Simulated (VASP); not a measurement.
The system is Sn3PbO4.

```
CELL_PARAMETERS angstrom
3.86159 0.00000 0.00000
0.00000 3.86159 0.00000
0.00000 0.00000 10.15685
ATOMIC_POSITIONS crystal
Sn 0.50000 0.50000 0.61299
Sn 0.00000 0.00000 0.38701
Sn 0.00000 0.00000 0.88701
Pb 0.50000 0.50000 0.11299
O 0.50000 0.00000 0.00000
O 0.50000 0.00000 0.50000
O 0.00000 0.50000 0.00000
O 0.00000 0.50000 0.50000
```

| Property | Result |
| --- | --- |
| Program | VASP 6.6.1 |
| Task | relaxation of cell and atoms |
| Functional | PBE |
| Potentials or basis | VASP PAW PBE potentials, release 64 (Sn_d, Pb_d, O) |
| Cutoff | 600 eV |
| k mesh | 4 × 4 × 2 |
| Occupations | gaussian, width 0.1 eV |
| Spin | no spin polarisation |

At the start: pressure 4.3 GPa; volume 18.93 Å³/atom.

Question: How do energy, volume and symmetry change on relaxing?

Answer: Over 20 steps the energy falls by 25.6 meV/atom and the volume is 20.00 Å³/atom (+5.6 %); space group P4mm (No. 99, to 0.1 Å) before and after.

The path:
| step | energy change (eV) | largest force (eV/Å) | pressure (GPa) | volume (Å³) |
| --- | --- | --- | --- | --- |
| 1 | 0.0000 | 2.0869 | 4.28 | 151.46 |
| 2 | -0.0838 | 1.0527 | -3.69 | 162.82 |
| 3 | -0.1708 | 0.6137 | -0.71 | 157.87 |
| 4 | -0.1957 | 0.1759 | -0.03 | 156.98 |
| 5 | -0.1962 | 0.1187 | 0.12 | 156.83 |
| 6 | -0.1973 | 0.0611 | -0.01 | 157.10 |
| 7 | -0.1973 | 0.0604 | -0.03 | 157.14 |
| 8 | -0.1978 | 0.0514 | 0.04 | 157.13 |
| 9 | -0.1987 | 0.0641 | 0.23 | 157.09 |
| 10 | -0.1988 | 0.0851 | 0.32 | 157.08 |
| 11 | -0.1990 | 0.0845 | 0.31 | 157.12 |
| 12 | -0.1995 | 0.0830 | 0.28 | 157.24 |
| 13 | -0.2003 | 0.0803 | 0.22 | 157.48 |
| 14 | -0.2014 | 0.0742 | 0.10 | 157.97 |
| 15 | -0.2022 | 0.1601 | -0.13 | 158.95 |
| 16 | -0.2032 | 0.1331 | -0.10 | 159.16 |
| 17 | -0.2044 | 0.0771 | -0.02 | 159.60 |
| 18 | -0.2039 | 0.1482 | 0.14 | 160.47 |
| 19 | -0.2047 | 0.0483 | 0.01 | 159.92 |
| 20 | -0.2051 | 0.0288 | -0.01 | 159.99 |

Final structure:
```cif
data_structure
_symmetry_space_group_name_H-M 'P 1'
_symmetry_Int_Tables_number 1
_cell_length_a 3.9040
_cell_length_b 3.9040
_cell_length_c 10.4970
_cell_angle_alpha 90.000
_cell_angle_beta 90.000
_cell_angle_gamma 90.000
_cell_volume 159.99
loop_
_atom_site_label
_atom_site_type_symbol
_atom_site_fract_x
_atom_site_fract_y
_atom_site_fract_z
_atom_site_occupancy
Sn1 Sn 0.50000 0.50000 0.61786 1
Sn2 Sn 0.00000 0.00000 0.39806 1
Sn3 Sn 0.00000 0.00000 0.88383 1
Pb1 Pb 0.50000 0.50000 0.11224 1
O1 O 0.50000 0.00000 0.98959 1
O2 O 0.50000 0.00000 0.50441 1
O3 O 0.00000 0.50000 0.98959 1
O4 O 0.00000 0.50000 0.50441 1
```
